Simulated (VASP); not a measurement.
A run of VASP 6.6.1:

INCAR

```
SYSTEM = Cu
PREC     = Accurate       ! precision mode
ENCUT    = 600            ! plane-wave cutoff, eV
EDIFF    = 1E-6           ! SCF threshold, eV
ISMEAR   = -1             ! smearing method
SIGMA    = 0.05           ! smearing width, eV
LREAL    = .False.        ! projectors in reciprocal space
LASPH    = .True.         ! aspherical terms in the spheres
NELM     = 100            ! most SCF steps
ALGO     = Normal         ! electronic algorithm
ISIF     = 3              ! what is computed and relaxed
LWAVE    = .False.        ! write WAVECAR
LCHARG   = .False.        ! write CHGCAR
IBRION   = 2              ! ionic algorithm
NSW      = 100            ! ionic steps
EDIFFG   = -0.005         ! ionic threshold
```

Contents of KPOINTS:

```
Automatic mesh
0
Gamma
  16 16 16
  0 0 0
```

The input POSCAR:

```
Cu
1.0
   -1.4698188270      1.4698188270      1.3801589208
    1.4698188270     -1.4698188270      1.3801589208
    1.4698188270      1.4698188270     -1.3801589208
Cu
1
Direct
    0.0000000000      0.0000000000      0.0000000000
```

Potentials or basis: VASP PAW LDA potentials, release 64 (Cu).

Command:

```console
$ cat potpaw_LDA.64/Cu/POTCAR > POTCAR
$ mpirun -np 1 vasp_std > vasp.out
```

Hardware: 1 thread of Intel Xeon 8259CL, with other jobs on the host.

Problem. Estimate the wall time of this run.

Solution. Wall time 2.9 min on 1 thread of Intel Xeon 8259CL, with other jobs on the host, peak memory 0.18 GiB. Counts: scf iterations 67, k points 349, ion steps 13.
